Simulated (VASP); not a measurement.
A run of VASP 6.6.1:

The input INCAR:

```
SYSTEM = Pd3PbC
ALGO = Normal
EDIFF = 1E-7
EDIFFG = -0.03
ENCUT = 600
GGA = PE
IBRION = 2
ISIF = 3
ISMEAR = 1
LASPH = .TRUE.
LCHARG = .FALSE.
LREAL = .FALSE.
LWAVE = .FALSE.
NELM = 60
NSW = 80
PREC = Accurate
SIGMA = 0.1
```

KPOINTS

```
k-points
0
G
  6 6 6
  0 0 0
```

File POSCAR:

```
Pd3PbC
1.0
    4.2989450000      0.0000000000      0.0000000000
    0.0000000000      4.2989450000      0.0000000000
    0.0000000000      0.0000000000      4.2989450000
Pd Pb C
3 1 1
Direct
    0.0000000000      0.5000000000      0.5000000000
    0.5000000000      0.5000000000      0.0000000000
    0.5000000000      0.0000000000      0.5000000000
    0.0000000000      0.0000000000      0.0000000000
    0.5000000000      0.5000000000      0.5000000000
```

Potentials or basis: VASP PAW PBE potentials, release 64 (Pd, Pb_d, C).

Launch:

```sh
$ cat potpaw_PBE.64/Pd/POTCAR potpaw_PBE.64/Pb_d/POTCAR potpaw_PBE.64/C/POTCAR > POTCAR
$ mpirun -np 1 vasp_std > vasp.out
```

Hardware: 1 thread of Intel(R) Xeon(R) 6975P-C (Granite Rapids), with other jobs on the host.

Question: Estimate the wall time of this run.

Answer: Wall time 53 s on 1 thread of Intel(R) Xeon(R) 6975P-C (Granite Rapids), on a shared host, peak memory 0.24 GiB. Counts: scf iterations 32, k points 20, ion steps 3.
